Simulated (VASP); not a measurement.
# AlRu (P4/mmm) in VASP: a series of runs, part 2 of 2

VASP 6.6.1. The steps go on from the part before.

**4. Single point, PBEsol (zz strain of -1 %)**

The input, INCAR:

```
PREC = Accurate ; ENCUT = 520
EDIFF = 1E-6 ; ISMEAR = -1
SIGMA = 0.05 ; LREAL = False
LASPH = True ; NELM = 100
ALGO = Normal ; ISIF = 2
LWAVE = False ; LCHARG = True
GGA = PS ; LELF = True
LVHAR = True ; NBANDS = 16
```

The input, KPOINTS:

```
Automatic mesh
0
Gamma
  12 12 12
```

The input, POSCAR:

```
AlRu
1.0
    2.9916000000      0.0000000000      0.0000000000
    0.0000000000      2.9916000000      0.0000000000
    0.0000000000      0.0000000000      2.9616840000
Al Ru
1 1
Direct
    0.0000000000      0.0000000000      0.0000000000
    0.5000000000      0.5000000000      0.5000000000
```

Potentials or basis: VASP PAW PBE potentials, release 64 (Al, Ru_pv).

Launch:

```
$ cat potpaw_PBE.64/Al/POTCAR potpaw_PBE.64/Ru_pv/POTCAR > POTCAR
$ mpirun -np 1 vasp_std > vasp.out
```

OUTCAR:

```text
PREC = Accurate
   ENCUT = 520
   EDIFF = 1E-6
   ISMEAR = -1
   LREAL = False
   LASPH = True
   NELM = 100
   ISIF = 2
   GGA = PS

 ion  position               nearest neighbor table
   1  0.000  0.000  0.000-   2 2.58   2 2.58   2 2.58   2 2.58   2 2.58   2 2.58   2 2.58   2 2.58

   2  0.500  0.500  0.500-   1 2.58   1 2.58   1 2.58   1 2.58   1 2.58   1 2.58   1 2.58   1 2.58

  LATTYP: Found a simple tetragonal cell.
 ALAT       =     2.9916000000
 C/A-ratio  =     0.9900000000

  Lattice vectors:

 A1 = (   2.9916000000,   0.0000000000,   0.0000000000)
 A2 = (   0.0000000000,   2.9916000000,   0.0000000000)
 A3 = (   0.0000000000,   0.0000000000,   2.9616840000)

Analysis of symmetry for initial positions (statically):
=====================================================================
 Subroutine PRICEL returns:
 Original cell was already a primitive cell.

 Routine SETGRP: Setting up the symmetry group for a
 simple tetragonal supercell.

 Subroutine GETGRP returns: Found 16 space group operations
 (whereof 16 operations were pure point group operations)
 out of a pool of 16 trial point group operations.

The static configuration has the point symmetry D_4h.

Analysis of symmetry for dynamics (positions and initial velocities):
=====================================================================
 Subroutine PRICEL returns:
 Original cell was already a primitive cell.

 Routine SETGRP: Setting up the symmetry group for a
 simple tetragonal supercell.

 Subroutine GETGRP returns: Found 16 space group operations
 (whereof 16 operations were pure point group operations)
 out of a pool of 16 trial point group operations.

The dynamic configuration has the point symmetry D_4h.

 Subroutine INISYM returns: Found 16 space group operations
 (whereof 16 operations are pure point group operations),
[... 105 lines left out ...]
   TEBEG  =    0.0;   TEEND  =   0.0 temperature during run
   PSTRESS=    0.0 pullay stress
   NELECT =      17.0000    total number of electrons
   NUPDOWN=      -1.0000    fix difference up-down
   EMIN   =  10.00;   EMAX   =-10.00  energy-range for DOS
   EFERMI =   0.00;   METHOD = LEGACY
   ISMEAR =    -1;   SIGMA  =   0.05  broadening in eV -4-tet -1-fermi 0-gaus
   EFERMI_NEDOS =   21; number of points for ismear=-14 and -15
   IALGO  =     38    algorithm
   IMIX   =      4    mixing-type and parameters
     AMIX     =   0.40;   BMIX     =  1.00
     AMIX_MAG =   1.60;   BMIX_MAG =  1.00
  volume/ion in A,a.u.               =      13.25        89.44
  Fermi-wavevector in a.u.,A,eV,Ry     =   1.411809  2.667932 27.119188  1.993204
  Thomas-Fermi vector in A             =   2.533622
   LORBIT       =      0    0 simple, 1 ext, 2 COOP (PROOUT), +10 PAW based schemes
   GGA     = PS    functional components
   LHFCALC =     F    Hartree Fock is set to
   AEXX    =    0.0000 exact exchange contribution
   IVDW    =     0    specifies the selected vdW correction
   LEPSILON=     F    determine dielectric tensor
   LRPA    =     F    only Hartree local field effects (RPA)
 non-spin polarized calculation
  energy-cutoff  :      520.00
  volume of cell :       26.51
 maximum number of plane-waves:       739
 NGX is ok and might be reduce to    24
   NGX = 11   NGY = 11   NGZ = 11

 number of electron      16.9999996 magnetization

 Free energy of the ion-electron system (eV)
  ---------------------------------------------------
  ext. energy  EPLUGINS =         0.00000000
  ---------------------------------------------------
  free energy    TOTEN  =       -15.53107008 eV

  energy without entropy =      -15.51937522  energy(sigma->0) =      -15.52522265

 E-fermi :  10.7336     XC(G=0): -12.7392

 val. band max:       10.7335902692   @ k =   0.3333   0.1667   0.4167
 cond. band min:      10.7342547866   @ k =   0.5000   0.1667   0.0000
 fundamental gap:      0.0006645174
 Fermi energy:        10.7336130352

 k-point     1 :       0.0000    0.0000    0.0000
  band No.  band energies     occupation
      1     -30.9833      2.00000
      2     -30.9833      2.00000
      3     -30.9687      2.00000
      4       0.9960      2.00000
      5       7.0901      2.00000
      6       7.0963      2.00000
[... 433 lines left out ...]
      3     -30.9385      2.00000
      4       4.6493      2.00000
      5       6.7461      2.00000
      6       8.7589      2.00000
[... 8 lines left out ...]
     15      23.2320      0.00000
     16      26.1291      0.00000

 [... further k-points ...]
[... 5 lines left out ...]
  --------------------------------------------------------------------------------------
  -------------------------------------------------------------------------------------
  Total       -0.3000307     -0.3000307      0.0059877      0.0000000      0.0000000     -0.0000000
  in kB      -18.1355392    -18.1355392      0.3619332      0.0000000      0.0000000     -0.0000000
  external PRESSURE =     -11.9697151 kB  Pullay stress =       0.0000000 kB

 VOLUME and BASIS-vectors are now :
 -----------------------------------------------------------------------------
  energy-cutoff  :      520.00
  volume of cell :       26.51
      direct lattice vectors                 reciprocal lattice vectors
     2.991600000  0.000000000  0.000000000     0.334269287  0.000000000  0.000000000
     0.000000000  2.991600000  0.000000000     0.000000000  0.334269287  0.000000000
     0.000000000  0.000000000  2.961684000     0.000000000  0.000000000  0.337645745

 POSITION                                       TOTAL-FORCE (eV/Angst)
 -----------------------------------------------------------------------------------
      0.00000      0.00000      0.00000         0.000000      0.000000      0.000000
      1.49580      1.49580      1.48084         0.000000      0.000000      0.000000
 -----------------------------------------------------------------------------------
    total drift:                                0.000000     -0.000000     -0.000000

  FREE ENERGIE OF THE ION-ELECTRON SYSTEM (eV)
  ---------------------------------------------------
  free  energy   TOTEN  =       -15.5310700761 eV

  energy  without entropy=      -15.5193752232  energy(sigma->0) =      -15.52522265
```

stdout:

```text
POSCAR found type information on POSCAR AlRu
 POSCAR found :  2 types and       2 ions
 scaLAPACK will be used
 -----------------------------------------------------------------------------
|                                                                             |
|                                                                             |
|     You enforced a specific xc type in the INCAR file but a different       |
|     I HOPE YOU KNOW WHAT YOU ARE DOING!                                     |
|                                                                             |
 -----------------------------------------------------------------------------

 LDA part: xc-table for (Slater+PW92), standard interpolation
 POSCAR, INCAR and KPOINTS ok, starting setup
 FFT: planning ... GRIDC
 FFT: planning ... GRID_SOFT
 FFT: planning ... GRID
 WAVECAR not read
 entering main loop
```

It took 72 s on 1 thread of Intel Xeon 8259CL, shared host; peak memory 0.2 GiB.

Results:

```yaml
Free_energy: -15.5311 eV
Pressure: -1.2 GPa
```

Caveat: the cell differs from its parent crystal (zz strain of -1 %); the PAW data sets were made with another functional, which shifts forces and pressure a little.

**5. Single point, PBEsol (zz strain of +1 %)**

INCAR: that of step 4 with these lines changed.

```diff
@@ -3,3 +3,3 @@
 SIGMA = 0.05 ; LREAL = False
-LASPH = True ; NELM = 100
+LASPH = True ; NELM = 80
 ALGO = Normal ; ISIF = 2
```

The input, KPOINTS:

```
regular mesh
0
Gamma
  12 12 12
```

POSCAR: that of step 4 with these lines changed.

```diff
@@ -4,3 +4,3 @@
     0.0000000000      2.9916000000      0.0000000000
-    0.0000000000      0.0000000000      2.9616840000
+    0.0000000000      0.0000000000      3.0215160000
 Al Ru
```

Launch:

```
$ cat potpaw_PBE.64/Al/POTCAR potpaw_PBE.64/Ru_pv/POTCAR > POTCAR
$ mpirun -np 1 vasp_std > vasp.out
```

Run time: 75 s. Hardware: 1 thread of Intel Xeon 8259CL, shared host; peak memory 0.2 GiB.

It converged, with:

| Quantity | Value |
| --- | --- |
| Free energy | -15.5203 eV |
| Pressure | -5.3 GPa |

Stress tensor (GPa, compression positive):
```
-4.74  0.00  0.00
 0.00 -4.74  0.00
 0.00  0.00 -6.46
```

Levels at points of the mesh, in eV from the Fermi level:
```
           k point  band 5  band 6  band 7  band 8  band 9  band 10  band 11  band 12  band 13  band 14
(0.00, 0.00, 0.00)   -3.53   -3.53    0.17    0.17    0.23     5.83     6.13     6.13    10.92    10.96
(0.50, 0.00, 0.00)   -5.41   -2.73   -1.65   -1.54    0.43     2.31     7.46    10.78    11.04    12.00
(0.50, 0.50, 0.00)   -3.02   -1.32   -1.32   -1.20   -1.20     1.55     5.30     6.22    10.38    12.00
(0.00, 0.00, 0.50)   -5.52   -2.77   -1.53   -1.53    0.47     2.14     7.47    11.04    11.04    12.00
(0.50, 0.00, 0.50)   -3.06   -1.41   -1.34   -1.12   -1.09     1.49     5.17     6.16    10.60    12.00
(0.50, 0.50, 0.50)   -4.56   -4.56    1.56    1.64    2.55     4.04     4.10     4.10     8.44     8.44
```

Caveat: the cell differs from its parent crystal (zz strain of +1 %); the PAW data sets were made with another functional, which shifts forces and pressure a little.

**6. The runs side by side**

| cell | gap on the mesh (eV) | pressure (GPa) |
| --- | --- | --- |
| a = 3.051, b = 3.051, c = 2.992 Å, 2 atoms | none | -10.7 |
| a = 2.992, b = 2.992, c = 2.932 Å, 2 atoms | none | 1.1 |
| a = 2.992, b = 2.992, c = 2.962 Å, 2 atoms | none | -1.2 |
| a = 2.992, b = 2.992, c = 3.022 Å, 2 atoms | none | -5.3 |

Alike in all rows: task single point; level PBEsol; potentials or basis VASP PAW PBE potentials, release 64 (Al, Ru_pv); no spin polarisation; k mesh 12 × 12 × 12; cutoff (eV) 520; smearing fermi-dirac 0.05 eV.

Caveats: the PAW data sets were made with another functional, which shifts forces and pressure a little.

Absolute energies hang on the potentials; compare differences alone.
